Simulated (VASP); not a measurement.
Here is a VASP 6.6.1 calculation.

File INCAR:

```
SYSTEM = Cd4Te
  ALGO = Normal
  EDIFF = 1E-6
  ENCUT = 520
  GGA = PE
  ISIF = 2
  ISMEAR = 0
  LASPH = .TRUE.
  LCHARG = .FALSE.
  LREAL = .FALSE.
  LWAVE = .FALSE.
  NBANDS = 35
  NELM = 60
  PREC = Accurate
  SIGMA = 0.1
```

KPOINTS

```
k-points
0
G
  4 4 4
  0 0 0
```

Contents of POSCAR:

```
Cd4Te
1.0
   -3.7544217234      3.7544217234      2.2503447031
    3.7544217234     -3.7544217234      2.2503447031
    3.7544217234      3.7544217234     -2.2503447031
Cd Te
4 1
Direct
    0.4064455118      0.1928234182      0.5992689300
    0.1928234182      0.5935544882      0.7863779064
    0.5935544882      0.8071765818      0.4007310700
    0.8071765818      0.4064455118      0.2136220936
    0.0000000000      0.0000000000      0.0000000000
```

Potentials or basis: VASP PAW PBE potentials, release 64 (Cd, Te).

Launch:

```sh
$ cat potpaw_PBE.64/Cd/POTCAR potpaw_PBE.64/Te/POTCAR > POTCAR
$ mpirun -np 1 vasp_std > vasp.out
```

(1) Predict the pressure.

(2) Estimate the band gap on the k mesh.

Answers

(1) -0.1 GPa.

(2) zero (band 27 reaches 4.61 eV, above the bottom of band 28 at 2.32 eV).

Caveat: the k points lie up to 0.41 Å⁻¹ apart; spin-orbit coupling is left out, which moves the levels of the heavy elements.
